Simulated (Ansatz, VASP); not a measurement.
One calculation of SiC, two programs

The input INCAR:

```
SYSTEM = SiC
  ALGO = Normal
  EDIFF = 1E-6
  ENCUT = 600
  GGA = PE
  GGA_COMPAT = .False.
  ISIF = 2
  ISMEAR = 0
  IVDW = 12
  LASPH = .True.
  LCHARG = .False.
  LREAL = .False.
  LWAVE = .False.
  NBANDS = 11
  NELM = 120
  PREC = Accurate
  SIGMA = 0.02
```

The input KPOINTS:

```
k-points
0
Gamma
  10 10 10
  0 0 0
```

Contents of POSCAR:

```
SiC
1.0
    0.0000000000      2.1300191709      2.1300191709
    2.1300191709      0.0000000000      2.1300191709
    2.1300191709      2.1300191709      0.0000000000
Si C
1 1
Direct
    0.0000000000      0.0000000000      0.0000000000
    0.2500000000      0.2500000000      0.2500000000
```

Input for Ansatz:

```yaml
crystal:
  lattice:
    - [0.0, 2.1300191709, 2.1300191709]
    - [2.1300191709, 0.0, 2.1300191709]
    - [2.1300191709, 2.1300191709, 0.0]
  atoms:
    - { symbol: Si, position: [0.0, 0.0, 0.0] }
    - { symbol: C, position: [0.25, 0.25, 0.25] }
basis:
  ecutwfc: 420
kpoints:
  mp_grid: { grid: [10, 10, 10] }
hamiltonian:
  xc: pbe
  dispersion: d3bj
scf:
  occupations: { method: gaussian, width: 0.02 }
output:
  forces: true
  stress: true
  eigenvalues: true
```

Alike in both runs: task single point; functional PBE; dispersion D3(BJ); k mesh 10 × 10 × 10; occupations gaussian, width 0.02 eV; no spin polarisation.

|  | VASP | Ansatz |
| --- | --- | --- |
| version | VASP 6.6.1 | Ansatz 0.2.0 |
| potentials or method | VASP PAW PBE potentials, release 64 (Si, C), cutoff 600 eV | scalar-relativistic, plane waves, PAW |
| valence electrons in the cell | 8 | 8 |

Ansatz gave:

| Quantity | Value |
| --- | --- |
| gap on the k mesh at the Fermi level (eV) | 1.29 |
| least direct gap on the mesh (eV) | 4.61 |
| pressure (GPa) | 15.4 |

Estimate VASP's values.

gap on the k mesh at the Fermi level (eV): 1.29; least direct gap on the mesh (eV): 4.61; pressure (GPa): 15.2.
